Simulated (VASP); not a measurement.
# GeMo2 (P4/mmm) in VASP: further runs

GeMo2 is run at these levels: PBE; tasks: single point, relaxation of cell and atoms.

Program: VASP 6.6.1. These are calculated values, not measurements. Logs are shortened: lines on timing, memory, paths and dates and some standing lists are left out, and cuts for length are marked.

## (1) The cell of the first run

It takes space group P4/mmm (No. 123, tetragonal). Conventional cell: a = 3.616 Å, b = 3.616 Å, c = 4.337 Å, α = 90.00°, β = 90.00°, γ = 90.00°. Ge (site symmetry 4/mmm) has 2 Mo at 2.17 Å within 2.9 Å. Within 3.4 Å of Mo (site symmetry 4/mmm) lie 4 Mo at 2.56 Å and 8 Ge at 3.35 Å. Within 2.9 Å of Mo (site symmetry 4/mmm) lie 2 Ge at 2.17 Å and 4 Mo at 2.56 Å.

## (2) Single point, PBE

Input file INCAR:

```
SYSTEM = GeMo2
ALGO = Normal ; EDIFF = 1E-6
ENCUT = 520 ; GGA = PE
ISIF = 2 ; ISMEAR = 0
LASPH = .TRUE. ; LCHARG = .FALSE.
LREAL = .FALSE. ; LWAVE = .FALSE.
NBANDS = 28 ; NELM = 80
PREC = Accurate ; SIGMA = 0.1
```

Input file KPOINTS:

```
k-points
0
G
  6 6 4
  0 0 0
```

Input file POSCAR:

```
GeMo2
1.0
    3.6160551600      0.0000000000      0.0000000000
    0.0000000000      3.6160551600      0.0000000000
    0.0000000000      0.0000000000      4.3367753200
Ge Mo
1 2
Direct
    0.5000000000      0.5000000000      0.0000000000
    0.0000000000      0.0000000000      0.5000000000
    0.5000000000      0.5000000000      0.5000000000
```

Potentials or basis: VASP PAW PBE potentials, release 64 (Ge_d, Mo_sv).

On the command line:

```
$ cat potpaw_PBE.64/Ge_d/POTCAR potpaw_PBE.64/Mo_sv/POTCAR > POTCAR
$ mpirun -np 1 vasp_std > vasp.out
```

OUTCAR:

```text
SYSTEM = GeMo2
   EDIFF = 1E-6
   ENCUT = 520
   GGA = PE
   ISIF = 2
   ISMEAR = 0
   LASPH = .TRUE.
   LREAL = .FALSE.
   NELM = 80
   PREC = Accurate

 ion  position               nearest neighbor table
   1  0.500  0.500  0.000-   3 2.17   3 2.17
   2  0.000  0.000  0.500-   3 2.56   3 2.56   3 2.56   3 2.56
   3  0.500  0.500  0.500-   1 2.17   1 2.17   2 2.56   2 2.56   2 2.56   2 2.56

  LATTYP: Found a simple tetragonal cell.
 ALAT       =     3.6160551600
 C/A-ratio  =     1.1993111632

  Lattice vectors:

 A1 = (   3.6160551600,   0.0000000000,   0.0000000000)
 A2 = (   0.0000000000,   3.6160551600,   0.0000000000)
 A3 = (   0.0000000000,   0.0000000000,   4.3367753200)

Analysis of symmetry for initial positions (statically):
=====================================================================
 Subroutine PRICEL returns:
 Original cell was already a primitive cell.

 Routine SETGRP: Setting up the symmetry group for a
 simple tetragonal supercell.

 Subroutine GETGRP returns: Found 16 space group operations
 (whereof 16 operations were pure point group operations)
 out of a pool of 16 trial point group operations.

The static configuration has the point symmetry D_4h.

Analysis of symmetry for dynamics (positions and initial velocities):
=====================================================================
 Subroutine PRICEL returns:
 Original cell was already a primitive cell.

 Routine SETGRP: Setting up the symmetry group for a
 simple tetragonal supercell.

 Subroutine GETGRP returns: Found 16 space group operations
 (whereof 16 operations were pure point group operations)
 out of a pool of 16 trial point group operations.

The dynamic configuration has the point symmetry D_4h.

 Subroutine INISYM returns: Found 16 space group operations
 (whereof 16 operations are pure point group operations),
 and found     1 'primitive' translations

----------------------------------------------------------------------------------------

                                     Primitive cell

  volume of cell :      56.7070

  direct lattice vectors                    reciprocal lattice vectors
     3.616055160  0.000000000  0.000000000     0.276544454  0.000000000  0.000000000
     0.000000000  3.616055160  0.000000000     0.000000000  0.276544454  0.000000000
     0.000000000  0.000000000  4.336775320     0.000000000  0.000000000  0.230586075

  length of vectors
     3.616055160  3.616055160  4.336775320     0.276544454  0.276544454  0.230586075

  position of ions in fractional coordinates (direct lattice)
     0.500000000  0.500000000  0.000000000
     0.000000000  0.000000000  0.500000000
     0.500000000  0.500000000  0.500000000

  ion indices of the primitive-cell ions
   primitive index   ion index
                 1           1
                 2           2
                 3           3

----------------------------------------------------------------------------------------

 KPOINTS: k-points

Automatic generation of k-mesh.
 Grid dimensions read from file:
 generate k-points for:    6    6    4

 Generating k-lattice:

  Cartesian coordinates                     Fractional coordinates (reciprocal lattice)
     0.046090742  0.000000000  0.000000000     0.166666667  0.000000000  0.000000000
     0.000000000  0.046090742  0.000000000     0.000000000  0.166666667  0.000000000
     0.000000000  0.000000000  0.057646519     0.000000000  0.000000000  0.250000000

  Length of vectors
     0.046090742  0.046090742  0.057646519

  Shift w.r.t. Gamma in fractional coordinates (k-lattice)
     0.000000000  0.000000000  0.000000000

 Subroutine IBZKPT returns following result:
 ===========================================

 Found     30 irreducible k-points:

 Following reciprocal coordinates:
            Coordinates               Weight
  0.000000  0.000000  0.000000      1.000000
  0.166667  0.000000  0.000000      4.000000
  0.333333  0.000000  0.000000      4.000000
  0.500000  0.000000  0.000000      2.000000
  0.166667  0.166667  0.000000      4.000000
  0.333333  0.166667  0.000000      8.000000
[... 16 lines left out ...]
  0.333333  0.000000  0.500000      4.000000
  0.500000  0.000000  0.500000      2.000000
 [... further k-points ...]
   k-points           NKPTS =     30   k-points in BZ     NKDIM =     30   number of bands    NBANDS=     28
   number of dos      NEDOS =    301   number of ions     NIONS =      3
   total plane-waves  NPLWV =  25088
   dimension x,y,z NGX =    28 NGY =   28 NGZ =   32
   dimension x,y,z NGXF=    56 NGYF=   56 NGZF=   64
   ions per type =               1   2
   NGX,Y,Z   is equivalent  to a cutoff of  12.87, 12.87, 12.27 a.u.
   NGXF,Y,Z  is equivalent  to a cutoff of  25.75, 25.75, 24.53 a.u.
 SYSTEM =  GeMo2
   PREC   = accura    normal or accurate (medium, high low for compatibility)
   ISTART =      0    job   : 0-new  1-cont  2-samecut
   ICHARG =      2    charge: 1-file 2-atom 10-const
   ISPIN  =      1    spin polarized calculation?
   LNONCOLLINEAR =      F non collinear calculations
   LSORBIT =      F    spin-orbit coupling
   LASPH  =      T    aspherical Exc in radial PAW
   ENCUT  =  520.0 eV  38.22 Ry    6.18 a.u.   6.72  6.72  8.06*2*pi/ulx,y,z
   NELM   =     80;   NELMIN=  2; NELMDL= -5     # of ELM steps
   EDIFF  = 0.1E-05   stopping-criterion for ELM
   LREAL  =      F    real-space projection
   EDIFFG = 0.1E-04   stopping-criterion for IOM
   NSW    =      0    number of steps for IOM
   IBRION =     -1    ionic relax: 0-MD 1-quasi-New 2-CG
   NFREE  =      0    steps in history (QN), initial steepest desc. (CG)
   ISIF   =      2    stress and relaxation
   ISYM   =      2    0-nonsym 1-usesym 2-fastsym
   POTIM  = 0.5000    time-step for ionic-motion
   TEBEG  =    0.0;   TEEND  =   0.0 temperature during run
   PSTRESS=    0.0 pullay stress
   NELECT =      42.0000    total number of electrons
   NUPDOWN=      -1.0000    fix difference up-down
   EMIN   =  10.00;   EMAX   =-10.00  energy-range for DOS
   EFERMI =   0.00;   METHOD = LEGACY
   ISMEAR =     0;   SIGMA  =   0.10  broadening in eV -4-tet -1-fermi 0-gaus
   EFERMI_NEDOS =   21; number of points for ismear=-14 and -15
   IALGO  =     38    algorithm
   IMIX   =      4    mixing-type and parameters
     AMIX     =   0.40;   BMIX     =  1.00
     AMIX_MAG =   1.60;   BMIX_MAG =  1.00
  volume/ion in A,a.u.               =      18.90       127.56
  Fermi-wavevector in a.u.,A,eV,Ry     =   1.481195  2.799053 29.850350  2.193939
  Thomas-Fermi vector in A             =   2.595135
   LORBIT       =      0    0 simple, 1 ext, 2 COOP (PROOUT), +10 PAW based schemes
   GGA     = PE    functional components
   LHFCALC =     F    Hartree Fock is set to
   AEXX    =    0.0000 exact exchange contribution
   IVDW    =     0    specifies the selected vdW correction
   LEPSILON=     F    determine dielectric tensor
   LRPA    =     F    only Hartree local field effects (RPA)
 non-spin polarized calculation
 Gauss-broadening in eV      SIGMA  =   0.10
  energy-cutoff  :      520.00
  volume of cell :       56.71
 maximum number of plane-waves:      1545
 NGX is ok and might be reduce to    28
   NGX = 13   NGY = 13   NGZ = 17

 number of electron      42.0000007 magnetization

 Free energy of the ion-electron system (eV)
  ---------------------------------------------------
  ext. energy  EPLUGINS =         0.00000000
  ---------------------------------------------------
  free energy    TOTEN  =       -21.62007770 eV

  energy without entropy =      -21.60704062  energy(sigma->0) =      -21.61355916

 E-fermi :   8.4119     XC(G=0): -11.6837

 val. band max:        8.3572827069   @ k =   0.1667   0.0000   0.2500
 cond. band min:       8.4146082484   @ k =   0.5000   0.3333   0.2500
 fundamental gap:      0.0573255415
 Fermi energy:         8.4118645790

 k-point     1 :       0.0000    0.0000    0.0000
  band No.  band energies     occupation
      1     -52.6771      2.00000
      2     -51.8190      2.00000
      3     -27.1284      2.00000
      4     -27.1284      2.00000
      5     -26.8462      2.00000
      6     -26.3030      2.00000
[... 20 lines left out ...]
     27      14.2776      0.00000
     28      15.1841      0.00000

 k-point     2 :       0.1667    0.0000    0.0000
  band No.  band energies     occupation
      1     -52.6617      2.00000
      2     -51.8348      2.00000
      3     -27.0596      2.00000
      4     -27.0499      2.00000
      5     -26.8263      2.00000
      6     -26.3216      2.00000
[... 20 lines left out ...]
     27      13.8231      0.00000
     28      14.2806      0.00000

 k-point     3 :       0.3333    0.0000    0.0000
  band No.  band energies     occupation
      1     -52.6289      2.00000
      2     -51.8684      2.00000
      3     -26.8782      2.00000
      4     -26.8486      2.00000
      5     -26.7812      2.00000
      6     -26.3643      2.00000
[... 20 lines left out ...]
     27      12.1343      0.00000
     28      14.2223      0.00000

 k-point     4 :       0.5000    0.0000    0.0000
  band No.  band energies     occupation
      1     -52.6114      2.00000
      2     -51.8863      2.00000
      3     -26.7547      2.00000
      4     -26.7362      2.00000
      5     -26.6963      2.00000
      6     -26.3896      2.00000
[... 20 lines left out ...]
     27      12.0406      0.00000
     28      14.0586      0.00000

 k-point     5 :       0.1667    0.1667    0.0000
  band No.  band energies     occupation
      1     -52.6494      2.00000
      2     -51.8467      2.00000
      3     -27.1854      2.00000
      4     -26.8211      2.00000
      5     -26.8100      2.00000
      6     -26.3362      2.00000
[... 20 lines left out ...]
     27      13.1140      0.00000
     28      14.3891      0.00000

 k-point     6 :       0.3333    0.1667    0.0000
  band No.  band energies     occupation
      1     -52.6237      2.00000
      2     -51.8718      2.00000
      3     -27.1492      2.00000
      4     -26.7737      2.00000
      5     -26.7275      2.00000
      6     -26.3690      2.00000
[... 463 lines left out ...]
      5     -26.8758      2.00000
      6     -26.3978      2.00000
[... 20 lines left out ...]
     27      14.3999      0.00000
     28      14.5166      0.00000

 k-point    22 :       0.1667    0.0000    0.5000
  band No.  band energies     occupation
      1     -52.6613      2.00000
      2     -51.8313      2.00000
      3     -27.0605      2.00000
      4     -27.0508      2.00000
      5     -26.8525      2.00000
      6     -26.4198      2.00000
[... 20 lines left out ...]
     27      14.5282      0.00000
     28      14.6191      0.00000

 k-point    23 :       0.3333    0.0000    0.5000
  band No.  band energies     occupation
      1     -52.6287      2.00000
      2     -51.8648      2.00000
      3     -26.8785      2.00000
      4     -26.8490      2.00000
      5     -26.7965      2.00000
      6     -26.4730      2.00000
[... 20 lines left out ...]
     27      12.2567      0.00000
     28      14.8219      0.00000

 k-point    24 :       0.5000    0.0000    0.5000
  band No.  band energies     occupation
      1     -52.6113      2.00000
      2     -51.8826      2.00000
      3     -26.7599      2.00000
      4     -26.7356      2.00000
      5     -26.6959      2.00000
      6     -26.5082      2.00000
[... 20 lines left out ...]
     27      11.0850      0.00000
     28      14.9931      0.00000

 [... further k-points ...]
[... 5 lines left out ...]
  --------------------------------------------------------------------------------------
  -------------------------------------------------------------------------------------
  Total       -0.9869351     -0.9869351     25.2691095      0.0000000     -0.0000000     -0.0000000
  in kB      -27.8844551    -27.8844551    713.9429404      0.0000000     -0.0000000     -0.0000000
  external PRESSURE =     219.3913434 kB  Pullay stress =       0.0000000 kB

 VOLUME and BASIS-vectors are now :
 -----------------------------------------------------------------------------
  energy-cutoff  :      520.00
  volume of cell :       56.71
      direct lattice vectors                 reciprocal lattice vectors
     3.616055160  0.000000000  0.000000000     0.276544454  0.000000000  0.000000000
     0.000000000  3.616055160  0.000000000     0.000000000  0.276544454  0.000000000
     0.000000000  0.000000000  4.336775320     0.000000000  0.000000000  0.230586075

 POSITION                                       TOTAL-FORCE (eV/Angst)
 -----------------------------------------------------------------------------------
      1.80803      1.80803      0.00000         0.000000      0.000000      0.000000
      0.00000      0.00000      2.16839         0.000000      0.000000      0.000000
      1.80803      1.80803      2.16839         0.000000      0.000000      0.000000
 -----------------------------------------------------------------------------------
    total drift:                                0.000000      0.000000      0.000000

  FREE ENERGIE OF THE ION-ELECTRON SYSTEM (eV)
  ---------------------------------------------------
  free  energy   TOTEN  =       -21.6200777040 eV

  energy  without entropy=      -21.6070406198  energy(sigma->0) =      -21.61355916
```

Run time: 56 s. Hardware: 1 thread of Intel Xeon 8259CL, shared host; peak memory 0.19 GiB.

Results:

| Item | Value |
| --- | --- |
| Free energy | -21.6201 eV |
| Pressure | 21.9 GPa |
| Band gap on the k mesh | zero (band 21 reaches 9.44 eV, above the bottom of band 22 at 7.98 eV) |

Stress tensor (GPa, compression positive):
```
-2.79  0.00  0.00
 0.00 -2.79  0.00
 0.00  0.00 71.39
```

Levels at points of the mesh, in eV from the Fermi level:
```csv
k point,band 19,band 20,band 21,band 22,band 23,band 24
"(0.00, 0.00, 0.00)",-1.81,-0.24,-0.15,1.69,1.69,2.22
"(0.50, 0.00, 0.00)",-1.42,-0.74,-0.27,-0.24,0.04,0.93
"(0.50, 0.50, 0.00)",-2.17,-2.17,-0.97,0.95,1.30,2.36
"(0.00, 0.00, 0.50)",-2.99,-2.99,1.03,1.83,1.83,4.43
"(0.50, 0.00, 0.50)",-1.70,-0.46,-0.22,-0.17,-0.11,0.29
"(0.50, 0.50, 0.50)",-2.78,0.94,0.96,1.31,2.22,2.22
```

Caveat: the k points lie up to 0.36 Å⁻¹ apart.

## (3) Single point, PBE

This run uses another cell than the first one, of 20.89 Å³/atom, 1.105 times its volume.

Input file INCAR:

```
PREC     = Accurate       # precision mode
ENCUT    = 520            # plane-wave cutoff, eV
EDIFF    = 1E-6           # SCF threshold, eV
ISMEAR   = 0              # smearing method
SIGMA    = 0.1            # smearing width, eV
LREAL    = False          # projectors in reciprocal space
LASPH    = True           # aspherical terms in the spheres
NELM     = 80             # most SCF steps
ALGO     = Normal         # electronic algorithm
ISIF     = 2              # what is computed and relaxed
LWAVE    = False          # write WAVECAR
LCHARG   = True           # write CHGCAR
GGA      = PE             # functional
LELF     = True           # ELF
LVHAR    = True         
NBANDS   = 28             # bands
```

Input file KPOINTS:

```
Automatic mesh
0
Gamma
  6 6 4
```

Input file POSCAR:

```
GeMo2
1.0
    3.5589148576      0.0000000000      0.0000000000
    0.0000000000      3.5589148576      0.0000000000
    0.0000000000      0.0000000000      4.9486966510
Ge Mo
1 2
Direct
    0.5000000000      0.5000000000      0.0000000000
    0.0000000000      0.0000000000      0.5000000000
    0.5000000000      0.5000000000      0.5000000000
```

Potentials or basis: VASP PAW PBE potentials, release 64 (Ge_d, Mo_sv).

On the command line:

```
$ cat potpaw_PBE.64/Ge_d/POTCAR potpaw_PBE.64/Mo_sv/POTCAR > POTCAR
$ mpirun -np 1 vasp_std > vasp.out
```

Wall time 68 s (1 thread of Intel Xeon 8259CL, shared host); peak memory 0.2 GiB.

Results (log left out):

```yaml
Free_energy: -23.0980 eV
Pressure: 0.4 GPa
Band_gap_on_the_k_mesh: zero (band 21 reaches 8.45 eV, above the bottom of band 22 at 6.94 eV)
```

Levels at points of the mesh, in eV from the Fermi level:
| k point | band 17 | band 18 | band 19 | band 20 | band 21 | band 22 | band 23 | band 24 | band 25 | band 26 |
| --- | --- | --- | --- | --- | --- | --- | --- | --- | --- | --- |
| (0.00, 0.00, 0.00) | -4.09 | -1.80 | -1.80 | -1.66 | 0.36 | 2.25 | 2.25 | 2.49 | 2.49 | 2.75 |
| (0.50, 0.00, 0.00) | -1.95 | -1.69 | -1.53 | -0.51 | -0.24 | -0.04 | 0.03 | 0.97 | 1.24 | 2.32 |
| (0.50, 0.50, 0.00) | -2.95 | -2.93 | -1.80 | -1.80 | -0.55 | 0.93 | 1.03 | 1.25 | 3.10 | 3.10 |
| (0.00, 0.00, 0.50) | -4.09 | -3.74 | -2.30 | -2.30 | 1.02 | 2.27 | 2.27 | 4.51 | 4.51 | 4.65 |
| (0.50, 0.00, 0.50) | -2.25 | -1.86 | -0.69 | -0.51 | -0.40 | -0.22 | -0.13 | -0.06 | 1.46 | 1.74 |
| (0.50, 0.50, 0.50) | -3.08 | -2.93 | -2.92 | 0.55 | 1.03 | 1.25 | 1.40 | 1.40 | 2.05 | 2.05 |

## (4) Relaxation of cell and atoms, PBE

Input file INCAR:

```
SYSTEM = GeMo2
PREC     = Accurate       ! precision mode
ENCUT    = 600            ! plane-wave cutoff, eV
EDIFF    = 1E-6           ! SCF threshold, eV
ISMEAR   = 0              ! smearing method
SIGMA    = 0.1            ! smearing width, eV
LREAL    = .FALSE.        ! projectors in reciprocal space
LASPH    = .TRUE.         ! aspherical terms in the spheres
NELM     = 80             ! most SCF steps
ALGO     = Normal         ! electronic algorithm
ISIF     = 3              ! what is computed and relaxed
LWAVE    = .FALSE.        ! write WAVECAR
LCHARG   = .FALSE.        ! write CHGCAR
GGA      = PE             ! functional
IBRION   = 2              ! ionic algorithm
NSW      = 90             ! ionic steps
EDIFFG   = -0.04          ! ionic threshold
```

Input file KPOINTS:

```
Automatic mesh
0
G
  6 6 4
  0 0 0
```

Input file POSCAR:

```
GeMo2
1.0
    3.6160551600      0.0000000000      0.0000000000
    0.0000000000      3.6160551600      0.0000000000
    0.0000000000      0.0000000000      4.3367753200
Ge Mo
1 2
Direct
    0.5000000000      0.5000000000      0.0000000000
    0.0000000000      0.0000000000      0.5000000000
    0.5000000000      0.5000000000      0.5000000000
```

On the command line:

```
$ cat potpaw_PBE.64/Ge_d/POTCAR potpaw_PBE.64/Mo_sv/POTCAR > POTCAR
$ mpirun -np 1 vasp_std > vasp.out
```

It took 8.5 min on 1 thread of Intel Xeon 8259CL, shared host; peak memory 0.22 GiB.

It converged, with:

```yaml
Free_energy: -23.0946 eV
Relaxed_volume: 20.91 Å³/atom
Relaxed_cell: a = 3.561 Å, b = 3.561 Å, c = 4.947 Å, α = 90.00°, β = 90.00°, γ = 90.00°
Space_group_after_relaxing_to_0.05_Å: P4/mmm (No. 123)
Energy_gained_by_relaxing: 491.6 meV/atom
Ionic_steps: 10
Pressure_after_relaxing: 0.1 GPa
Band_gap_on_the_k_mesh: zero (band 21 reaches 8.43 eV, above the bottom of band 22 at 6.93 eV)
```

Stress tensor (GPa, compression positive):
```
0.04 0.00 0.00
0.00 0.04 0.00
0.00 0.00 0.24
```

The path:
| step | energy change (eV) | largest force (eV/Å) | pressure (GPa) | volume (Å³) |
| --- | --- | --- | --- | --- |
| 1 | 0.0000 | 0.0000 | 21.91 | 56.71 |
| 2 | -0.1078 | 0.0000 | -9.70 | 77.20 |
| 3 | -1.4417 | 0.0000 | -4.08 | 65.09 |
| 4 | -1.4583 | 0.0000 | -3.09 | 64.46 |
| 5 | -1.4620 | 0.0000 | -2.26 | 63.97 |
| 6 | -1.4617 | 0.0000 | -2.53 | 64.11 |
| 7 | -1.4612 | 0.0000 | 2.35 | 61.75 |
| 8 | -1.4746 | 0.0000 | -0.33 | 62.93 |
| 9 | -1.4745 | 0.0000 | -0.13 | 62.88 |
| 10 | -1.4747 | 0.0000 | 0.11 | 62.73 |

Final structure:
```xyz
3
Lattice="3.5609 0.0000 0.0000 0.0000 3.5609 0.0000 0.0000 0.0000 4.9469" Properties=species:S:1:pos:R:3 pbc="T T T"
Ge    1.7805    1.7805    0.0000
Mo    0.0000    0.0000    2.4734
Mo    1.7805    1.7805    2.4734
```

Levels at points of the mesh, in eV from the Fermi level:
```
           k point  band 17  band 18  band 19  band 20  band 21  band 22  band 23  band 24  band 25
(0.00, 0.00, 0.00)    -4.08    -1.79    -1.79    -1.65     0.35     2.25     2.48     2.48     2.76
(0.50, 0.00, 0.00)    -1.95    -1.68    -1.53    -0.51    -0.24    -0.04     0.03     0.97     1.24
(0.50, 0.50, 0.00)    -2.95    -2.93    -1.80    -1.80    -0.55     0.93     1.03     1.24     3.09
(0.00, 0.00, 0.50)    -4.08    -3.73    -2.30    -2.30     1.02     2.26     2.26     4.51     4.51
(0.50, 0.00, 0.50)    -2.25    -1.86    -0.69    -0.51    -0.40    -0.22    -0.13    -0.06     1.47
(0.50, 0.50, 0.50)    -3.08    -2.92    -2.92     0.55     1.03     1.25     1.41     1.41     2.05
```

Caveat: the k points lie up to 0.32 Å⁻¹ apart in the final cell.

(Part 1 of 2 ends here.)
